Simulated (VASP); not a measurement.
# MoS2 (P6_3/mmc) in VASP: a series of runs

The runs below take MoS2 through single point, with LDA, PBE, PBEsol.

All numbers are computed with VASP 6.6.1; they aren't measurements. Logs are shortened: lines on timing, memory, paths and dates and some standing lists are left out, and cuts for length are marked.

**What was measured.**

From “Multiwavelength excitation Raman Scattering Analysis of bulk and 2 dimensional MoS2: Vibrational properties of atomically thin MoS2 layers”, 2015, arxiv:1506.03228, for a bulk crystal of MoS2 at 300 K: band gap 1.3 eV (indirect).

How close the calculation comes is told below.

## (1) The cell of the first run

It takes space group P6_3/mmc (No. 194, hexagonal). Conventional cell: a = 3.169 Å, b = 3.169 Å, c = 12.324 Å, α = 90.00°, β = 90.00°, γ = 120.00°. Within 3.2 Å of Mo (site symmetry -6m2) lie 6 S at 2.41 Å and 6 Mo at 3.17 Å. Within 3.2 Å of S (site symmetry 3m) lie 3 Mo at 2.41 Å and 7 S at 3.13 to 3.17 Å.

## (2) Single point, LDA

Input file INCAR:

```
SYSTEM = MoS2
PREC     = Accurate       ! precision mode
ENCUT    = 520            ! plane-wave cutoff, eV
EDIFF    = 1E-6           ! SCF threshold, eV
ISMEAR   = -1             ! smearing method
SIGMA    = 0.05           ! smearing width, eV
LREAL    = .False.        ! projectors in reciprocal space
LASPH    = .True.         ! aspherical terms in the spheres
NELM     = 60             ! most SCF steps
ALGO     = Normal         ! electronic algorithm
ISIF     = 2              ! what is computed and relaxed
LWAVE    = .False.        ! write WAVECAR
LCHARG   = .False.        ! write CHGCAR
GGA      = CA             ! functional
NBANDS   = 35             ! bands
```

Input file KPOINTS:

```
regular mesh
0
Gamma
  10 10 3
  0 0 0
```

Input file POSCAR:

```
MoS2
1.0
    3.1690000000      0.0000000000      0.0000000000
   -1.5845000000      2.7444345046      0.0000000000
    0.0000000000      0.0000000000     12.3240000000
Mo S
2 4
Direct
    0.6666666667      0.3333333333      0.7500000000
    0.3333333333      0.6666666667      0.2500000000
    0.6666666667      0.3333333333      0.3770000000
    0.3333333333      0.6666666667      0.8770000000
    0.6666666667      0.3333333333      0.1230000000
    0.3333333333      0.6666666667      0.6230000000
```

Potentials or basis: VASP PAW LDA potentials, release 64 (Mo_sv, S).

Launch:

```
$ cat potpaw_LDA.64/Mo_sv/POTCAR potpaw_LDA.64/S/POTCAR > POTCAR
$ mpirun -np 1 vasp_std > vasp.out
```

OUTCAR:

```text
SYSTEM = MoS2
   PREC = Accurate
   ENCUT = 520
   EDIFF = 1E-6
   ISMEAR = -1
   LREAL = .False.
   LASPH = .True.
   NELM = 60
   ISIF = 2
   GGA = CA

 ion  position               nearest neighbor table
   1  0.667  0.333  0.750-   4 2.41   6 2.41   4 2.41   6 2.41   4 2.41   6 2.41
   2  0.333  0.667  0.250-   3 2.41   5 2.41   3 2.41   5 2.41   3 2.41   5 2.41
   3  0.667  0.333  0.377-   2 2.41   2 2.41   2 2.41
   4  0.333  0.667  0.877-   1 2.41   1 2.41   1 2.41
   5  0.667  0.333  0.123-   2 2.41   2 2.41   2 2.41
   6  0.333  0.667  0.623-   1 2.41   1 2.41   1 2.41

  LATTYP: Found a hexagonal cell.
 ALAT       =     3.1690000000
 C/A-ratio  =     3.8889239508

  Lattice vectors:

 A1 = (   3.1690000000,   0.0000000000,   0.0000000000)
 A2 = (  -1.5845000000,   2.7444345046,   0.0000000000)
 A3 = (   0.0000000000,   0.0000000000,  12.3240000000)

Analysis of symmetry for initial positions (statically):
=====================================================================
 Subroutine PRICEL returns:
 Original cell was already a primitive cell.

 Routine SETGRP: Setting up the symmetry group for a
 hexagonal supercell.

 Subroutine GETGRP returns: Found 24 space group operations
 (whereof 12 operations were pure point group operations)
 out of a pool of 24 trial point group operations.

The static configuration has the point symmetry D_3d.
 The point group associated with its full space group is D_6h.

Analysis of symmetry for dynamics (positions and initial velocities):
=====================================================================
 Subroutine PRICEL returns:
 Original cell was already a primitive cell.

 Routine SETGRP: Setting up the symmetry group for a
 hexagonal supercell.

 Subroutine GETGRP returns: Found 24 space group operations
 (whereof 12 operations were pure point group operations)
 out of a pool of 24 trial point group operations.

The dynamic configuration has the point symmetry D_3d.
 The point group associated with its full space group is D_6h.

 Subroutine INISYM returns: Found 24 space group operations
 (whereof 12 operations are pure point group operations),
 and found     1 'primitive' translations

----------------------------------------------------------------------------------------

                                     Primitive cell

  volume of cell :     107.1832

  direct lattice vectors                    reciprocal lattice vectors
     3.169000000  0.000000000  0.000000000     0.315556958  0.182186895  0.000000000
    -1.584500000  2.744434505  0.000000000     0.000000000  0.364373789  0.000000000
     0.000000000  0.000000000 12.324000000     0.000000000  0.000000000  0.081142486

  length of vectors
     3.169000000  3.169000000 12.324000000     0.364373789  0.364373789  0.081142486

  position of ions in fractional coordinates (direct lattice)
     0.666666667  0.333333333  0.750000000
     0.333333333  0.666666667  0.250000000
     0.666666667  0.333333333  0.377000000
     0.333333333  0.666666667  0.877000000
     0.666666667  0.333333333  0.123000000
     0.333333333  0.666666667  0.623000000

  ion indices of the primitive-cell ions
   primitive index   ion index
                 1           1
                 2           2
                 3           3
                 4           4
                 5           5
                 6           6

----------------------------------------------------------------------------------------

 KPOINTS: regular mesh

Automatic generation of k-mesh.
 Grid dimensions read from file:
 generate k-points for:   10   10    3

 Generating k-lattice:

  Cartesian coordinates                     Fractional coordinates (reciprocal lattice)
     0.031555696  0.018218689  0.000000000     0.100000000 -0.000000000  0.000000000
     0.000000000  0.036437379  0.000000000     0.000000000  0.100000000  0.000000000
     0.000000000  0.000000000  0.027047495     0.000000000  0.000000000  0.333333333

  Length of vectors
     0.036437379  0.036437379  0.027047495

  Shift w.r.t. Gamma in fractional coordinates (k-lattice)
     0.000000000  0.000000000  0.000000000

 Subroutine IBZKPT returns following result:
 ===========================================

 Found     28 irreducible k-points:

 Following reciprocal coordinates:
            Coordinates               Weight
  0.000000  0.000000  0.000000      1.000000
  0.100000 -0.000000  0.000000      6.000000
  0.200000 -0.000000  0.000000      6.000000
  0.300000  0.000000  0.000000      6.000000
  0.400000 -0.000000  0.000000      6.000000
  0.500000  0.000000  0.000000      3.000000
[... 16 lines left out ...]
  0.300000  0.100000  0.333333     24.000000
  0.400000  0.100000  0.333333     24.000000
 [... further k-points ...]
   k-points           NKPTS =     28   k-points in BZ     NKDIM =     28   number of bands    NBANDS=     35
   number of dos      NEDOS =    301   number of ions     NIONS =      6
   total plane-waves  NPLWV =  55296
   dimension x,y,z NGX =    24 NGY =   24 NGZ =   96
   dimension x,y,z NGXF=    48 NGYF=   48 NGZF=  192
   ions per type =               2   4
   NGX,Y,Z   is equivalent  to a cutoff of  12.59, 12.59, 12.95 a.u.
   NGXF,Y,Z  is equivalent  to a cutoff of  25.18, 25.18, 25.90 a.u.
 SYSTEM =  MoS2
   PREC   = accura    normal or accurate (medium, high low for compatibility)
   ISTART =      0    job   : 0-new  1-cont  2-samecut
   ICHARG =      2    charge: 1-file 2-atom 10-const
   ISPIN  =      1    spin polarized calculation?
   LNONCOLLINEAR =      F non collinear calculations
   LSORBIT =      F    spin-orbit coupling
   LASPH  =      T    aspherical Exc in radial PAW
   ENCUT  =  520.0 eV  38.22 Ry    6.18 a.u.   5.89  5.89 22.91*2*pi/ulx,y,z
   NELM   =     60;   NELMIN=  2; NELMDL= -5     # of ELM steps
   EDIFF  = 0.1E-05   stopping-criterion for ELM
   LREAL  =      F    real-space projection
   EDIFFG = 0.1E-04   stopping-criterion for IOM
   NSW    =      0    number of steps for IOM
   IBRION =     -1    ionic relax: 0-MD 1-quasi-New 2-CG
   NFREE  =      0    steps in history (QN), initial steepest desc. (CG)
   ISIF   =      2    stress and relaxation
   ISYM   =      2    0-nonsym 1-usesym 2-fastsym
   POTIM  = 0.5000    time-step for ionic-motion
   TEBEG  =    0.0;   TEEND  =   0.0 temperature during run
   PSTRESS=    0.0 pullay stress
   NELECT =      52.0000    total number of electrons
   NUPDOWN=      -1.0000    fix difference up-down
   EMIN   =  10.00;   EMAX   =-10.00  energy-range for DOS
   EFERMI =   0.00;   METHOD = LEGACY
   ISMEAR =    -1;   SIGMA  =   0.05  broadening in eV -4-tet -1-fermi 0-gaus
   EFERMI_NEDOS =   21; number of points for ismear=-14 and -15
   IALGO  =     38    algorithm
   IMIX   =      4    mixing-type and parameters
     AMIX     =   0.40;   BMIX     =  1.00
     AMIX_MAG =   1.60;   BMIX_MAG =  1.00
  volume/ion in A,a.u.               =      17.86       120.55
  Fermi-wavevector in a.u.,A,eV,Ry     =   1.286373  2.430893 22.514325  1.654756
  Thomas-Fermi vector in A             =   2.418452
   LORBIT       =      0    0 simple, 1 ext, 2 COOP (PROOUT), +10 PAW based schemes
   GGA     = CA    functional components
   LHFCALC =     F    Hartree Fock is set to
   AEXX    =    0.0000 exact exchange contribution
   IVDW    =     0    specifies the selected vdW correction
   LEPSILON=     F    determine dielectric tensor
   LRPA    =     F    only Hartree local field effects (RPA)
 non-spin polarized calculation
  energy-cutoff  :      520.00
  volume of cell :      107.18
 maximum number of plane-waves:      2908
 NGX is ok and might be reduce to    24
   NGX = 11   NGY = 11   NGZ = 45

 number of electron      51.9999996 magnetization

 Free energy of the ion-electron system (eV)
  ---------------------------------------------------
  ext. energy  EPLUGINS =         0.00000000
  ---------------------------------------------------
  free energy    TOTEN  =       -48.88764465 eV

  energy without entropy =      -48.88764050  energy(sigma->0) =      -48.88764258

 E-fermi :   7.7353     XC(G=0): -11.1178

 val. band max:        7.3549527255   @ k =   0.0000   0.0000   0.0000
 cond. band min:       8.2156265585   @ k =   0.2000   0.2000   0.0000
 fundamental gap:      0.8606738330
 Fermi energy:         7.7352743067

 k-point     1 :       0.0000    0.0000    0.0000
  band No.  band energies     occupation
      1     -53.8111      2.00000
      2     -53.8111      2.00000
      3     -28.1625      2.00000
      4     -28.1624      2.00000
      5     -27.9268      2.00000
      6     -27.9268      2.00000
[... 27 lines left out ...]
     34       9.7936      0.00000
     35      12.7917      0.00000

 k-point     2 :       0.1000   -0.0000    0.0000
  band No.  band energies     occupation
      1     -53.8072      2.00000
      2     -53.8072      2.00000
      3     -28.1550      2.00000
      4     -28.1549      2.00000
      5     -27.9656      2.00000
      6     -27.9656      2.00000
[... 27 lines left out ...]
     34       9.7477      0.00000
     35      13.4811      0.00000

 k-point     3 :       0.2000   -0.0000    0.0000
  band No.  band energies     occupation
      1     -53.7970      2.00000
      2     -53.7970      2.00000
      3     -28.1351      2.00000
      4     -28.1350      2.00000
      5     -28.0662      2.00000
      6     -28.0662      2.00000
[... 27 lines left out ...]
     34      10.3188      0.00000
     35      14.5533      0.00000
[... 723 lines left out ...]
 k-point    23 :       0.3000    0.1000    0.3333
  band No.  band energies     occupation
      1     -53.7772      2.00000
      2     -53.7772      2.00000
      3     -28.2394      2.00000
      4     -28.2394      2.00000
      5     -28.0966      2.00000
      6     -28.0965      2.00000
[... 27 lines left out ...]
     34      11.1349      0.00000
     35      13.9853      0.00000

 k-point    24 :       0.4000    0.1000    0.3333
  band No.  band energies     occupation
      1     -53.7701      2.00000
      2     -53.7701      2.00000
      3     -28.3019      2.00000
      4     -28.3019      2.00000
      5     -28.0827      2.00000
      6     -28.0827      2.00000
[... 27 lines left out ...]
     34      11.0556      0.00000
     35      13.0869      0.00000

 [... further k-points ...]
[... 5 lines left out ...]
  --------------------------------------------------------------------------------------
  -------------------------------------------------------------------------------------
  Total       -3.8216945     -3.8216945     -3.5480543      0.0000000     -0.0000000     -0.0000000
  in kB      -57.1267802    -57.1267802    -53.0364006      0.0000000     -0.0000000     -0.0000000
  external PRESSURE =     -55.7633204 kB  Pullay stress =       0.0000000 kB

 VOLUME and BASIS-vectors are now :
 -----------------------------------------------------------------------------
  energy-cutoff  :      520.00
  volume of cell :      107.18
      direct lattice vectors                 reciprocal lattice vectors
     3.169000000  0.000000000  0.000000000     0.315556958  0.182186895  0.000000000
    -1.584500000  2.744434505  0.000000000     0.000000000  0.364373789  0.000000000
     0.000000000  0.000000000 12.324000000     0.000000000  0.000000000  0.081142486

 POSITION                                       TOTAL-FORCE (eV/Angst)
 -----------------------------------------------------------------------------------
      1.58450      0.91481      9.24300         0.000000     -0.000000     -0.000000
     -0.00000      1.82962      3.08100        -0.000000      0.000000     -0.000000
      1.58450      0.91481      4.64615         0.000000     -0.000000     -0.463912
     -0.00000      1.82962     10.80815        -0.000000      0.000000     -0.463912
      1.58450      0.91481      1.51585         0.000000     -0.000000      0.463912
     -0.00000      1.82962      7.67785         0.000000      0.000000      0.463912
 -----------------------------------------------------------------------------------
    total drift:                               -0.000000      0.000000     -0.000000

  FREE ENERGIE OF THE ION-ELECTRON SYSTEM (eV)
  ---------------------------------------------------
  free  energy   TOTEN  =       -48.8876446544 eV

  energy  without entropy=      -48.8876404995  energy(sigma->0) =      -48.88764258
```

Run time: 44 s. Hardware: 1 thread of Intel Xeon 6975P-C (Granite Rapids), shared host; peak memory 0.23 GiB.

What came out:

- Free energy: -48.8876 eV
- Pressure: -5.6 GPa
- Largest force: 0.464 eV/Å
- Band gap on the k mesh: 0.86 eV, indirect (least direct gap 1.87 eV)

Forces in eV/Å, atoms in the order of the input:
```
Mo   0.000  0.000  0.000
Mo   0.000  0.000  0.000
S    0.000  0.000 -0.464
S    0.000  0.000 -0.464
S    0.000  0.000  0.464
S    0.000  0.000  0.464
```

Stress tensor (GPa, compression positive):
```
-5.71  0.00  0.00
 0.00 -5.71  0.00
 0.00  0.00 -5.30
```

Levels at points of the mesh, in eV from the valence-band top:
| k point | band 22 | band 23 | band 24 | band 25 | band 26 | band 27 | band 28 | band 29 | band 30 | band 31 |
| --- | --- | --- | --- | --- | --- | --- | --- | --- | --- | --- |
| (0.00, 0.00, 0.00) | -2.13 | -2.13 | -1.20 | -1.16 | 0.00 | 2.09 | 2.09 | 2.11 | 2.11 | 2.26 |
| (0.50, 0.00, 0.00) | -2.47 | -1.71 | -1.51 | -1.41 | -1.29 | 1.58 | 1.63 | 1.96 | 2.24 | 2.78 |

A k mesh can miss the band edges. As with any semilocal functional, this LDA gap is likely too small.

(Continued in part 2 of 2.)
